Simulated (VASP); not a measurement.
Write the native input for VASP 6.6.1 that does the following.

```
Task                   : single point
Functional             : PBE
Potentials or basis    : VASP PAW PBE potentials, release 64 (Sb, S)
Cutoff                 : 520 eV
k mesh                 : 12 × 12 × 12
Occupations            : gaussian, width 0.1 eV
Spin                   : no spin polarisation
Dipole correction      : no
Further INCAR settings : ALGO = Normal; EDIFF = 1e-06; NBANDS = 22
```

The structure of Sb3S2 lies in POSCAR:

```
Sb3S2
1.0
    2.0211157033      1.1668916954      9.3434566271
   -2.0211157033      1.1668916954      9.3434566271
    0.0000000000     -2.3337833908      9.3434566271
Sb S
3 2
Direct
    0.0000000000      0.0000000000      0.0000000000
    0.1966225226      0.1966225226      0.1966225226
    0.8033774774      0.8033774774      0.8033774774
    0.3875353995      0.3875353995      0.3875353995
    0.6124646005      0.6124646005      0.6124646005
```

The input as run:

INCAR

```
ALGO = Normal
EDIFF = 1E-6
ENCUT = 520
GGA = PE
ISIF = 2
ISMEAR = 0
LASPH = True
LCHARG = False
LREAL = False
LWAVE = False
NBANDS = 22
NELM = 100
PREC = Accurate
SIGMA = 0.1
```

KPOINTS

```
k-points
0
Gamma
  12 12 12
```

Potentials or basis: VASP PAW PBE potentials, release 64 (Sb, S).

Command:

```bash
$ cat potpaw_PBE.64/Sb/POTCAR potpaw_PBE.64/S/POTCAR > POTCAR
$ mpirun -np 1 vasp_std > vasp.out
```

Results of the run:

```yaml
Pressure: -0.1 GPa
Largest_force: 0.039 eV/Å
Band_gap_on_the_k_mesh: zero (an odd number of electrons rules out a gap without spin polarisation)
```

Caveat: spin-orbit coupling is left out, which moves the levels of the heavy elements; an odd number of electrons without spin polarisation forces a metal; a magnetic or distorted state may lie lower.

Run time: 25 min on 1 thread of Intel(R) Xeon(R) Platinum 8559C (Emerald Rapids), on a shared host, peak memory 1 GiB.
